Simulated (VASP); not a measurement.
# AlN in VASP: further runs, part 3 of 3

VASP 6.6.1. Earlier steps stand in the parts before.

## Step 6: Single point, PBEsol (mode 4 frozen in at +0.000 Å, strain +e along z and -e/2 along x and y -0.0233)

The input, INCAR:

```
SYSTEM = AlN
  ALGO = Normal
  EDIFF = 1E-7
  ENCUT = 520
  GGA = PS
  ISIF = 2
  ISMEAR = 0
  LASPH = .TRUE.
  LCHARG = .FALSE.
  LREAL = .FALSE.
  LWAVE = .FALSE.
  NBANDS = 11
  NELM = 60
  PREC = Accurate
  SIGMA = 0.05
```

The input, KPOINTS:

```
k-points
0
G
  10 10 10
  0 0 0
```

The input, POSCAR:

```
AlN
1.0
    0.0000000000      2.1376609775      2.2141545284
    2.2141545284      0.0000000000      2.2141545284
    2.2141545284      2.1376609775      0.0000000000
Al N
1 1
Direct
    0.0000000000      0.0000000000      0.0000000000
    0.7500000000      0.7500000000      0.7500000000
```

Potentials or basis: VASP PAW PBE potentials, release 64 (Al, N).

Started as:

```console
> cat potpaw_PBE.64/Al/POTCAR potpaw_PBE.64/N/POTCAR > POTCAR
> mpirun -np 1 vasp_std > vasp.out
```

OUTCAR:

```text
SYSTEM = AlN
   EDIFF = 1E-7
   ENCUT = 520
   GGA = PS
   ISIF = 2
   ISMEAR = 0
   LASPH = .TRUE.
   LREAL = .FALSE.
   NELM = 60
   PREC = Accurate

 ion  position               nearest neighbor table
   1  0.000  0.000  0.000-   2 1.90   2 1.90   2 1.90   2 1.90
   2  0.750  0.750  0.750-   1 1.90   1 1.90   1 1.90   1 1.90

  LATTYP: Found a body centered tetragonal cell.
 ALAT       =     3.1312873633
 C/A-ratio  =     1.3653559891

  Lattice vectors:

 A1 = (   0.0000000000,  -2.1376609775,   2.2141545284)
 A2 = (   0.0000000000,  -2.1376609775,  -2.2141545284)
 A3 = (   2.2141545284,   2.1376609775,   0.0000000000)

Analysis of symmetry for initial positions (statically):
=====================================================================
 Subroutine PRICEL returns:
 Original cell was already a primitive cell.

 Routine SETGRP: Setting up the symmetry group for a
 body centered tetragonal supercell.

 Subroutine GETGRP returns: Found  8 space group operations
 (whereof  8 operations were pure point group operations)
 out of a pool of 16 trial point group operations.

The static configuration has the point symmetry D_2d.
[... 164 lines left out ...]
 cond. band min:       8.9140225485   @ k =   0.5000   0.0000   0.5000
 fundamental gap:      2.9959556763
 Fermi energy:         6.1243599171

 k-point     1 :       0.0000    0.0000    0.0000
  band No.  band energies     occupation
      1      -9.0991      2.00000
      2       5.7818      2.00000
      3       5.7818      2.00000
      4       5.9181      2.00000
      5       9.9007      0.00000
      6      18.2124      0.00000
      7      18.2521      0.00000
      8      18.2521      0.00000
      9      22.7989      0.00000
     10      23.8222      0.00000
     11      24.2802      0.00000
[... 309 lines left out ...]
 k-point    24 :       0.4000    0.3000    0.0000
  band No.  band energies     occupation
      1      -7.1140      2.00000
      2       1.5993      2.00000
      3       4.1613      2.00000
      4       4.5025      2.00000
      5      10.6226      0.00000
      6      15.3486      0.00000
      7      17.7250      0.00000
      8      20.1036      0.00000
      9      21.0770      0.00000
     10      26.9703      0.00000
     11      29.2252      0.00000

 [... further k-points ...]
[... 5 lines left out ...]
  --------------------------------------------------------------------------------------
  -------------------------------------------------------------------------------------
  Total       -0.1756080      0.3512382     -0.1756080      0.0000000     -0.0000000      0.0000000
  in kB      -13.4236364     26.8489725    -13.4236364      0.0000000     -0.0000000      0.0000000
  external PRESSURE =       0.0005666 kB  Pullay stress =       0.0000000 kB

 VOLUME and BASIS-vectors are now :
 -----------------------------------------------------------------------------
  energy-cutoff  :      520.00
  volume of cell :       20.96
      direct lattice vectors                 reciprocal lattice vectors
     0.000000000  2.137660977  2.214154528    -0.225819830  0.233900513  0.225819830
     2.214154528  0.000000000  2.214154528     0.225819830 -0.233900513  0.225819830
     2.214154528  2.137660977  0.000000000     0.225819830  0.233900513 -0.225819830

 POSITION                                       TOTAL-FORCE (eV/Angst)
 -----------------------------------------------------------------------------------
      0.00000      0.00000      0.00000        -0.000000      0.000000     -0.000000
      3.32123      3.20649      3.32123         0.000000      0.000000      0.000000
 -----------------------------------------------------------------------------------
    total drift:                               -0.000000      0.000000     -0.000000

  FREE ENERGIE OF THE ION-ELECTRON SYSTEM (eV)
  ---------------------------------------------------
  free  energy   TOTEN  =       -15.6049351495 eV

  energy  without entropy=      -15.6049351495  energy(sigma->0) =      -15.60493515
```

stdout:

```text
POSCAR found type information on POSCAR AlN
 POSCAR found :  2 types and       2 ions
 scaLAPACK will be used
 -----------------------------------------------------------------------------
|                                                                             |
|                                                                             |
|     You enforced a specific xc type in the INCAR file but a different       |
|     I HOPE YOU KNOW WHAT YOU ARE DOING!                                     |
|                                                                             |
 -----------------------------------------------------------------------------

 LDA part: xc-table for (Slater+PW92), standard interpolation
 POSCAR, INCAR and KPOINTS ok, starting setup
 FFT: planning ... GRIDC
 FFT: planning ... GRID_SOFT
 FFT: planning ... GRID
 WAVECAR not read
 entering main loop
```

It took 7.6 s on 1 thread of Intel Xeon 6975P-C (Granite Rapids), shared host; peak memory 0.14 GiB.

Results:

* Free energy: -15.6049 eV
* Pressure: 0.0 GPa
* Band gap on the k mesh: 3.00 eV, indirect (least direct gap 3.98 eV)

Levels at points of the mesh, in eV from the valence-band top:
```
           k point  band 2  band 3  band 4  band 5  band 6  band 7
(0.00, 0.00, 0.00)   -0.14   -0.14    0.00    3.98   12.29   12.33
(0.50, 0.00, 0.00)   -5.98   -0.72   -0.43    7.09    9.64   10.59
(0.50, 0.50, 0.00)   -5.13   -1.78   -1.77    3.15    8.53   13.48
(0.50, 0.00, 0.50)   -4.80   -2.07   -2.07    3.00    7.99   14.10
```

Caveat: the cell differs from its parent crystal (mode 4 frozen in at +0.000 Å, strain +e along z and -e/2 along x and y -0.0233); the PAW data sets were made with another functional, which shifts forces and pressure a little. A k mesh can miss the band edges.

## Step 7: Summary

| cell | gap on the mesh (eV) | pressure (GPa) |
| --- | --- | --- |
| a = 3.114, b = 3.059 Å, angles 60.6, 58.8, 60.6°, 2 atoms | 3.08 | 0.0 |
| a = 3.133, b = 3.023 Å, angles 61.2, 57.7, 61.2°, 2 atoms | 2.87 | 0.8 |
| a = 3.078, b = 3.131 Å, angles 59.4, 61.2, 59.4°, 2 atoms | 3.00 | 0.0 |

Some of these runs hold the atoms at other places in the same cell, which the table doesn't show; runs alike in all that it shows share one row.

Alike in all rows: task single point; level PBEsol; potentials or basis VASP PAW PBE potentials, release 64 (Al, N); no spin polarisation; k mesh 10 × 10 × 10; cutoff (eV) 520; smearing gaussian 0.05 eV.

Caveats: the PAW data sets were made with another functional, which shifts forces and pressure a little.

Absolute energies hang on the potentials; compare differences alone.
